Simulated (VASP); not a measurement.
# W16N in VASP: single point with PBE

Aim: the single point of W16N with PBE.

Program: VASP 6.6.1. These are calculated values, not measurements. Logs are shortened: lines on timing, memory, paths and dates and some standing lists are left out, and cuts for length are marked.

## 1. The cell of the first run

The cell holds a slab with vacuum, 17 atoms: a = 6.367 Å, b = 6.367 Å, c = 20.143 Å, α = 90.00°, β = 90.00°, γ = 90.00°.

## 2. Single point, PBE

INCAR reads:

```
PREC = Accurate
ENCUT = 520
EDIFF = 1E-6
ISMEAR = 0
SIGMA = 0.1
LREAL = Auto
LASPH = T
NELM = 60
ALGO = Normal
ISIF = 2
LWAVE = F
LCHARG = F
LDIPOL = T
IDIPOL = 3
DIPOL = 0.5 0.5 0.327
GGA = PE
NBANDS = 128
```

KPOINTS reads:

```
regular mesh
0
Gamma
  4 4 1
```

POSCAR reads:

```
W16N
1.0
    6.3673983408      0.0000000000      0.0000000000
    0.0000000000      6.3673983408      0.0000000000
    0.0000000000      0.0000000000     20.1425775155
W N
16 1
Direct
    0.2500000000      0.2500000000      0.1985843171
    0.2500000000      0.7500000000      0.1985843171
    0.7500000000      0.2500000000      0.1985843171
    0.7500000000      0.7500000000      0.1985843171
    0.0000000000      0.0000000000      0.2776134078
    0.0000000000      0.5000000000      0.2776134078
    0.5000000000      0.0000000000      0.2776134078
    0.5000000000      0.5000000000      0.2776134078
    0.2500000000      0.2500000000      0.3599451785
    0.2500000000      0.7500000000      0.3599451785
    0.7500000000      0.2500000000      0.3599451785
    0.7500000000      0.7500000000      0.3599451785
    0.0000000000      0.0000000000      0.4290700884
    0.0000000000      0.5000000000      0.4290700884
    0.5000000000      0.0000000000      0.4290700884
    0.5000000000      0.5000000000      0.4290700884
    0.0000000000      0.1875000000      0.4952457656
```

Potentials or basis: VASP PAW PBE potentials, release 64 (W_sv, N).

Launch:

```console
> cat potpaw_PBE.64/W_sv/POTCAR potpaw_PBE.64/N/POTCAR > POTCAR
> mpirun -np 1 vasp_std > vasp.out
```

OUTCAR:

```text
PREC = Accurate
   ENCUT = 520
   EDIFF = 1E-6
   ISMEAR = 0
   LREAL = Auto
   LASPH = T
   NELM = 60
   ISIF = 2
   GGA = PE

 ion  position               nearest neighbor table
   1  0.250  0.250  0.199-   5 2.76   6 2.76   7 2.76   8 2.76   2 3.18   3 3.18   2 3.18   3 3.18
                             9 3.25
   2  0.250  0.750  0.199-   5 2.76   6 2.76   7 2.76   8 2.76   1 3.18   4 3.18   1 3.18   4 3.18
                            10 3.25
   3  0.750  0.250  0.199-   5 2.76   6 2.76   7 2.76   8 2.76   1 3.18   4 3.18   4 3.18   1 3.18
                            11 3.25
   4  0.750  0.750  0.199-   5 2.76   6 2.76   7 2.76   8 2.76   2 3.18   3 3.18   3 3.18   2 3.18
                            12 3.25
   5  0.000  0.000  0.278-   1 2.76   2 2.76   3 2.76   4 2.76   9 2.80  10 2.80  11 2.80  12 2.80
                            13 3.05   7 3.18   6 3.18   6 3.18   7 3.18
   6  0.000  0.500  0.278-   1 2.76   2 2.76   3 2.76   4 2.76   9 2.80  10 2.80  11 2.80  12 2.80
                            14 3.05   8 3.18   5 3.18   5 3.18   8 3.18
   7  0.500  0.000  0.278-   1 2.76   2 2.76   3 2.76   4 2.76   9 2.80  10 2.80  11 2.80  12 2.80
                            15 3.05   8 3.18   5 3.18   8 3.18   5 3.18
   8  0.500  0.500  0.278-   1 2.76   2 2.76   3 2.76   4 2.76   9 2.80  10 2.80  11 2.80  12 2.80
                            16 3.05   7 3.18   6 3.18   7 3.18   6 3.18
   9  0.250  0.250  0.360-  13 2.65  14 2.65  15 2.65  16 2.65   5 2.80   6 2.80   7 2.80   8 2.80
                            10 3.18  11 3.18  10 3.18  11 3.18   1 3.25
  10  0.250  0.750  0.360-  13 2.65  14 2.65  15 2.65  16 2.65   5 2.80   6 2.80   7 2.80   8 2.80
                             9 3.18  12 3.18   9 3.18  12 3.18   2 3.25
  11  0.750  0.250  0.360-  13 2.65  14 2.65  15 2.65  16 2.65   5 2.80   6 2.80   7 2.80   8 2.80
                             9 3.18  12 3.18  12 3.18   9 3.18   3 3.25
  12  0.750  0.750  0.360-  13 2.65  14 2.65  15 2.65  16 2.65   5 2.80   6 2.80   7 2.80   8 2.80
                            10 3.18  11 3.18  11 3.18  10 3.18   4 3.25
  13  0.000  0.000  0.429-  17 1.79  10 2.65  11 2.65  12 2.65   9 2.65   5 3.05  15 3.18  14 3.18
                            14 3.18  15 3.18
  14  0.000  0.500  0.429-  17 2.40  10 2.65  11 2.65  12 2.65   9 2.65   6 3.05  16 3.18  13 3.18
                            13 3.18  16 3.18
  15  0.500  0.000  0.429-   9 2.65  10 2.65  11 2.65  12 2.65   7 3.05  13 3.18  16 3.18  16 3.18
                            13 3.18
  16  0.500  0.500  0.429-   9 2.65  10 2.65  11 2.65  12 2.65   8 3.05  14 3.18  15 3.18  15 3.18
                            14 3.18
  17  0.000  0.188  0.495-  13 1.79  14 2.40

  LATTYP: Found a simple tetragonal cell.
 ALAT       =     6.3673983408
 C/A-ratio  =     3.1633920853

  Lattice vectors:

 A1 = (   6.3673983408,   0.0000000000,   0.0000000000)
 A2 = (   0.0000000000,   6.3673983408,   0.0000000000)
 A3 = (   0.0000000000,   0.0000000000,  20.1425775155)

Analysis of symmetry for initial positions (statically):
=====================================================================
 Subroutine PRICEL returns:
 Original cell was already a primitive cell.

 Routine SETGRP: Setting up the symmetry group for a
 simple tetragonal supercell.

 Subroutine GETGRP returns: Found  2 space group operations
 (whereof  2 operations were pure point group operations)
 out of a pool of 16 trial point group operations.

The static configuration has the point symmetry C_1h.

Analysis of symmetry for dynamics (positions and initial velocities):
=====================================================================
 Subroutine PRICEL returns:
 Original cell was already a primitive cell.

 Routine SETGRP: Setting up the symmetry group for a
 simple tetragonal supercell.

 Subroutine GETGRP returns: Found  2 space group operations
 (whereof  2 operations were pure point group operations)
 out of a pool of 16 trial point group operations.

The dynamic configuration has the point symmetry C_1h.

 Subroutine INISYM returns: Found  2 space group operations
 (whereof  2 operations are pure point group operations),
 and found     1 'primitive' translations

----------------------------------------------------------------------------------------

                                     Primitive cell

  volume of cell :     816.6559

  direct lattice vectors                    reciprocal lattice vectors
     6.367398341  0.000000000  0.000000000     0.157050014  0.000000000  0.000000000
     0.000000000  6.367398341  0.000000000     0.000000000  0.157050014  0.000000000
     0.000000000  0.000000000 20.142577516     0.000000000  0.000000000  0.049646079

  length of vectors
     6.367398341  6.367398341 20.142577516     0.157050014  0.157050014  0.049646079

  position of ions in fractional coordinates (direct lattice)
     0.250000000  0.250000000  0.198584317
     0.250000000  0.750000000  0.198584317
     0.750000000  0.250000000  0.198584317
     0.750000000  0.750000000  0.198584317
     0.000000000  0.000000000  0.277613408
     0.000000000  0.500000000  0.277613408
[... 9 lines left out ...]
     0.500000000  0.500000000  0.429070088
     0.000000000  0.187500000  0.495245766

  ion indices of the primitive-cell ions
   primitive index   ion index
                 1           1
                 2           2
                 3           3
                 4           4
                 5           5
                 6           6
[... 9 lines left out ...]
                16          16
                17          17

----------------------------------------------------------------------------------------

 KPOINTS: regular mesh

Automatic generation of k-mesh.
 Grid dimensions read from file:
 generate k-points for:    4    4    1

 Generating k-lattice:

  Cartesian coordinates                     Fractional coordinates (reciprocal lattice)
     0.039262504  0.000000000  0.000000000     0.250000000  0.000000000  0.000000000
     0.000000000  0.039262504  0.000000000     0.000000000  0.250000000  0.000000000
     0.000000000  0.000000000  0.049646079     0.000000000  0.000000000  1.000000000

  Length of vectors
     0.039262504  0.039262504  0.049646079

  Shift w.r.t. Gamma in fractional coordinates (k-lattice)
     0.000000000  0.000000000  0.000000000

 Subroutine IBZKPT returns following result:
 ===========================================

 Found      9 irreducible k-points:

 Following reciprocal coordinates:
            Coordinates               Weight
  0.000000  0.000000  0.000000      1.000000
  0.250000  0.000000  0.000000      2.000000
  0.000000  0.250000  0.000000      2.000000
  0.500000  0.000000  0.000000      1.000000
  0.000000  0.500000  0.000000      1.000000
  0.250000  0.250000  0.000000      4.000000
  0.500000  0.250000  0.000000      2.000000
 -0.250000  0.500000  0.000000      2.000000
  0.500000  0.500000  0.000000      1.000000
   k-points           NKPTS =      9   k-points in BZ     NKDIM =      9   number of bands    NBANDS=    128
   number of dos      NEDOS =    301   number of ions     NIONS =     17
   total plane-waves  NPLWV = 345600
   dimension x,y,z NGX =    48 NGY =   48 NGZ =  150
   dimension x,y,z NGXF=    96 NGYF=   96 NGZF=  300
   ions per type =              16   1
   NGX,Y,Z   is equivalent  to a cutoff of  12.53, 12.53, 12.38 a.u.
   NGXF,Y,Z  is equivalent  to a cutoff of  25.06, 25.06, 24.76 a.u.
 SYSTEM =  unknown system
   PREC   = accura    normal or accurate (medium, high low for compatibility)
   ISTART =      0    job   : 0-new  1-cont  2-samecut
   ICHARG =      2    charge: 1-file 2-atom 10-const
   ISPIN  =      1    spin polarized calculation?
   LNONCOLLINEAR =      F non collinear calculations
   LSORBIT =      F    spin-orbit coupling
   LASPH  =      T    aspherical Exc in radial PAW
   ENCUT  =  520.0 eV  38.22 Ry    6.18 a.u.  11.84 11.84 37.45*2*pi/ulx,y,z
   NELM   =     60;   NELMIN=  2; NELMDL= -5     # of ELM steps
   EDIFF  = 0.1E-05   stopping-criterion for ELM
   LREAL  =      T    real-space projection
   EDIFFG = 0.1E-04   stopping-criterion for IOM
   NSW    =      0    number of steps for IOM
   IBRION =     -1    ionic relax: 0-MD 1-quasi-New 2-CG
   NFREE  =      0    steps in history (QN), initial steepest desc. (CG)
   ISIF   =      2    stress and relaxation
   ISYM   =      2    0-nonsym 1-usesym 2-fastsym
   POTIM  = 0.5000    time-step for ionic-motion
   TEBEG  =    0.0;   TEEND  =   0.0 temperature during run
   PSTRESS=    0.0 pullay stress
   NELECT =     229.0000    total number of electrons
   NUPDOWN=      -1.0000    fix difference up-down
   EMIN   =  10.00;   EMAX   =-10.00  energy-range for DOS
   EFERMI =   0.00;   METHOD = LEGACY
   ISMEAR =     0;   SIGMA  =   0.10  broadening in eV -4-tet -1-fermi 0-gaus
   EFERMI_NEDOS =   21; number of points for ismear=-14 and -15
   IALGO  =     38    algorithm
   IMIX   =      4    mixing-type and parameters
     AMIX     =   0.40;   BMIX     =  1.00
     AMIX_MAG =   1.60;   BMIX_MAG =  1.00
  volume/ion in A,a.u.               =      48.04       324.18
  Fermi-wavevector in a.u.,A,eV,Ry     =   1.071536  2.024910 15.622079  1.148190
  Thomas-Fermi vector in A             =   2.207280
   LORBIT       =      0    0 simple, 1 ext, 2 COOP (PROOUT), +10 PAW based schemes
   GGA     = PE    functional components
   LHFCALC =     F    Hartree Fock is set to
   AEXX    =    0.0000 exact exchange contribution
   IVDW    =     0    specifies the selected vdW correction
   LEPSILON=     F    determine dielectric tensor
   LRPA    =     F    only Hartree local field effects (RPA)
 non-spin polarized calculation
 Gauss-broadening in eV      SIGMA  =   0.10
  energy-cutoff  :      520.00
  volume of cell :      816.66
 maximum number of plane-waves:     22040
   NGX = 23   NGY = 23   NGZ = 75

 dipolmoment           0.000000      0.000000     -0.069090 electrons x Angstroem

 number of electron     228.9999965 magnetization

 dipolmoment           0.000000      0.000000      0.114724 electrons x Angstroem

 Free energy of the ion-electron system (eV)
  ---------------------------------------------------
  ext. energy  EPLUGINS =         0.00000000
  ---------------------------------------------------
  free energy    TOTEN  =      -194.92997834 eV

  energy without entropy =     -194.83652915  energy(sigma->0) =     -194.88325374

 E-fermi :   0.6551     XC(G=0):  -5.5045

 val. band max:        0.6353212049   @ k =   0.5000   0.2500   0.0000
 cond. band min:       0.6684615885   @ k =   0.0000   0.5000   0.0000
 fundamental gap:      0.0331403836
 Fermi energy:         0.6550712861

 k-point     1 :       0.0000    0.0000    0.0000
  band No.  band energies     occupation
      1     -73.2559      2.00000
      2     -73.2027      2.00000
      3     -73.1936      2.00000
      4     -73.1793      2.00000
      5     -73.1792      2.00000
      6     -73.1772      2.00000
[... 118 lines left out ...]
    125       2.1811      0.00000
    126       2.3006      0.00000

 k-point     2 :       0.2500    0.0000    0.0000
  band No.  band energies     occupation
      1     -73.2494      2.00000
      2     -73.2033      2.00000
      3     -73.1952      2.00000
      4     -73.1934      2.00000
      5     -73.1781      2.00000
      6     -73.1727      2.00000
[... 1021 lines left out ...]
    125       1.8672      0.00000
    126       2.0347      0.00000
 [bands above 126 left out]

------------------------ aborting loop because EDIFF is reached ----------------------------------------

 vacuum level on the upper side and lower side of the slab       (xc-potential included)         0.134        -0.367

  FORCE on cell =-STRESS in cart. coord.  units (eV):
  Direction    XX          YY          ZZ          XY          YZ          ZX
  --------------------------------------------------------------------------------------
  -------------------------------------------------------------------------------------
  Total      -18.8090502    -24.0406086     -8.9232395      0.0000000      3.0116514      0.0000000
  in kB      -36.9010194    -47.1646869    -17.5062871      0.0000000      5.9084858      0.0000000
  external PRESSURE =     -33.8573312 kB  Pullay stress =       0.0000000 kB

 VOLUME and BASIS-vectors are now :
 -----------------------------------------------------------------------------
  energy-cutoff  :      520.00
  volume of cell :      816.66
      direct lattice vectors                 reciprocal lattice vectors
     6.367398341  0.000000000  0.000000000     0.157050014  0.000000000  0.000000000
     0.000000000  6.367398341  0.000000000     0.000000000  0.157050014  0.000000000
     0.000000000  0.000000000 20.142577516     0.000000000  0.000000000  0.049646079

 POSITION                                       TOTAL-FORCE (eV/Angst)
 -----------------------------------------------------------------------------------
      1.59185      1.59185      4.00000         0.035233     -0.005868      2.110499
      1.59185      4.77555      4.00000         0.028874     -0.049751      2.095017
      4.77555      1.59185      4.00000        -0.035233     -0.005868      2.110499
      4.77555      4.77555      4.00000        -0.028874     -0.049751      2.095017
      0.00000      0.00000      5.59185         0.000000      0.037409     -2.331641
      0.00000      3.18370      5.59185         0.000000     -0.059630     -2.112127
[... 9 lines left out ...]
      3.18370      3.18370      8.64258         0.000000     -0.135461     -0.405438
      0.00000      1.19389      9.97553         0.000000      1.926977      0.208355
 -----------------------------------------------------------------------------------
    total drift:                                0.000000     -0.000386      0.007228

  FREE ENERGIE OF THE ION-ELECTRON SYSTEM (eV)
  ---------------------------------------------------
  free  energy   TOTEN  =      -194.9299783371 eV

  energy  without entropy=     -194.8365291492  energy(sigma->0) =     -194.88325374

 vacuum level on the upper side and lower side of the slab         5.217         4.685
```

Run time: 36 min. Hardware: 1 thread of Intel Xeon 6975P-C (Granite Rapids), shared host; peak memory 1 GiB.

What came out:

* Free energy: -194.9300 eV
* Largest force: 2.674 eV/Å
* Band gap on the k mesh: zero (an odd number of electrons rules out a gap without spin polarisation)

Forces on the atoms (eV/Å):
```
W    0.035 -0.006  2.110
W    0.029 -0.050  2.095
W   -0.035 -0.006  2.110
W   -0.029 -0.050  2.095
W    0.000  0.037 -2.332
W    0.000 -0.060 -2.112
W    0.000  0.049 -2.107
W    0.000  0.116 -2.180
W    1.035  0.449 -0.827
W    1.059 -0.578 -0.406
W   -1.035  0.449 -0.827
W   -1.059 -0.578 -0.406
W    0.000  0.775  1.657
W    0.000 -2.145  1.596
W    0.000 -0.193 -0.271
W    0.000 -0.135 -0.405
N    0.000  1.927  0.208
```

Levels at points of the mesh, in eV from the Fermi level:
| k point | band 113 | band 114 | band 115 | band 116 | band 117 | band 118 |
| --- | --- | --- | --- | --- | --- | --- |
| (0.00, 0.00, 0.00) | 0.05 | 0.20 | 0.31 | 0.49 | 0.59 | 0.67 |
| (0.50, 0.00, 0.00) | -0.20 | -0.15 | -0.13 | -0.05 | 0.25 | 0.62 |
| (0.00, 0.50, 0.00) | -0.15 | -0.12 | -0.06 | 0.01 | 0.05 | 0.66 |
| (0.50, 0.50, 0.00) | -0.16 | -0.08 | -0.05 | -0.05 | -0.03 | 0.06 |

Caveat: spin-orbit coupling is left out, which moves the levels of the heavy elements.
